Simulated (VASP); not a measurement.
A run of VASP 6.6.1:

The input POSCAR:

```
Sr3MgO4
1.0
   -2.5049606920      2.5049606920      4.9137389922
    2.5049606920     -2.5049606920      4.9137389922
    2.5049606920      2.5049606920     -4.9137389922
Mg O Sr
1 4 3
Direct
    0.0000000000      0.0000000000      0.0000000000
    0.7841691297      0.7841691297      0.0000000000
    0.0000000000      0.5000000000      0.5000000000
    0.2158308703      0.2158308703      0.0000000000
    0.5000000000      0.0000000000      0.5000000000
    0.2500000000      0.7500000000      0.5000000000
    0.5000000000      0.5000000000      0.0000000000
    0.7500000000      0.2500000000      0.5000000000
```

File INCAR.step1:

```
PREC     = Accurate       # precision mode
ENCUT    = 520            # plane-wave cutoff, eV
ISMEAR   = -1             # smearing method
SIGMA    = 0.02           # smearing width, eV
LREAL    = F              # projectors in reciprocal space
LASPH    = T              # aspherical terms in the spheres
NELM     = 60             # most SCF steps
NBANDS   = 38             # bands
GGA      = PE             # functional
ALGO     = Normal         # electronic algorithm
EDIFF    = 1E-4           # SCF threshold, eV
LWAVE    = T              # write WAVECAR
LCHARG   = F              # write CHGCAR
```

File INCAR.step2:

```
PREC     = Accurate       # precision mode
ENCUT    = 520            # plane-wave cutoff, eV
EDIFF    = 1E-6           # SCF threshold, eV
ISMEAR   = -1             # smearing method
SIGMA    = 0.02           # smearing width, eV
LREAL    = F              # projectors in reciprocal space
LASPH    = T              # aspherical terms in the spheres
NELM     = 60             # most SCF steps
ALGO     = Normal         # electronic algorithm
ISIF     = 2              # what is computed and relaxed
LWAVE    = F              # write WAVECAR
LCHARG   = T              # write CHGCAR
METAGGA  = R2SCAN         # meta-GGA
LMIXTAU  = T            
LELF     = T              # ELF
LVHAR    = T            
NBANDS   = 38             # bands
ISTART   = 1
```

The input KPOINTS:

```
Automatic mesh
0
Gamma
  6 6 6
```

Potentials or basis: VASP PAW PBE potentials, release 64 (Mg, O, Sr_sv).

Command:

```bash
$ cat potpaw_PBE.64/Mg/POTCAR potpaw_PBE.64/O/POTCAR potpaw_PBE.64/Sr_sv/POTCAR > POTCAR
$ cp INCAR.step1 INCAR
$ mpirun -np 1 vasp_std > vasp.out
$ cp INCAR.step2 INCAR
$ mpirun -np 1 vasp_std > vasp.out
```

Hardware: 1 thread of Intel Xeon 8259CL, on a shared host.

**Question.** Estimate the wall time of this run.

**Answer.** Run time: 25 min on 1 thread of Intel Xeon 8259CL, with other jobs on the host, peak memory 0.44 GiB. Counts: k points 30.
